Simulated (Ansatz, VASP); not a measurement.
## Al in VASP and in Ansatz

Contents of INCAR:

```
SYSTEM = Al
PREC = Accurate ; ENCUT = 600
EDIFF = 1E-6 ; ISMEAR = -1
SIGMA = 0.05 ; LREAL = .FALSE.
LASPH = .TRUE. ; NELM = 60
ALGO = Normal ; ISIF = 3
LWAVE = .FALSE. ; LCHARG = .FALSE.
GGA = CA ; IBRION = 2
NSW = 60 ; EDIFFG = -0.01
```

Contents of KPOINTS:

```
regular mesh
0
G
  7 7 10
  0 0 0
```

The input POSCAR:

```
Al
1.0
    4.4916000000      0.0000000000      0.0000000000
   -2.2458000000      3.8898400000      0.0000000000
    0.0000000000      0.0000000000      2.7226000000
Al
2
Direct
    0.3333300000      0.6666700000      0.0000000000
    0.6666700000      0.3333300000      0.0000000000
```

File input.yaml:

```yaml
crystal:
  lattice:
    - [4.4916, 0.0, 0.0]
    - [-2.2458, 3.88984, 0.0]
    - [0.0, 0.0, 2.7226]
  atoms:
    - { symbol: Al, position: [0.33333, 0.66667, 0.0] }
    - { symbol: Al, position: [0.66667, 0.33333, 0.0] }
hamiltonian:
  xc: lda
  pseudopotentials: { kind: paw }
kpoints:
  mp_grid: { grid: [7, 7, 10] }
scf:
  occupations: { method: fermi_dirac, width: 0.05 }
output:
  forces: true
  stress: true
  eigenvalues: true
  write_density: true
  write_potential: true
  elf: true
  volumetric_format: npy
relax:
  f_tol: 0.01
  max_steps: 40
  cell: { stress_tol: 0.05 }
```

Alike in both runs: task relaxation of cell and atoms; functional LDA; k mesh 7 × 7 × 10; occupations fermi-dirac, width 0.05 eV; no spin polarisation.

```csv
,VASP,Ansatz
version,VASP 6.6.1,Ansatz 0.2.0
potentials or method,"VASP PAW LDA potentials, release 64 (Al)",Ansatz PAW
plane-wave cutoff (eV),600,420
valence electrons in the cell,6,6
```

```tsv
	VASP	Ansatz	Ansatz less VASP
gap on the k mesh at the Fermi level, each at its own relaxed structure (eV)	none	none	-
relaxed volume (Å³/atom)	23.53	23.50	-0.034
relaxed cell length with the largest relative difference (Å)	4.485	4.482	-0.0029
```

LDA's correlation is that of Perdew and Zunger in VASP and of Perdew and Wang (1992) in Ansatz. A gap of «none» marks a metal or a gap that the smearing closes.

Noted on Ansatz's run: the plane-wave basis is chosen anew once the cell has moved, so the energies of steps on either side of that aren't comparable.
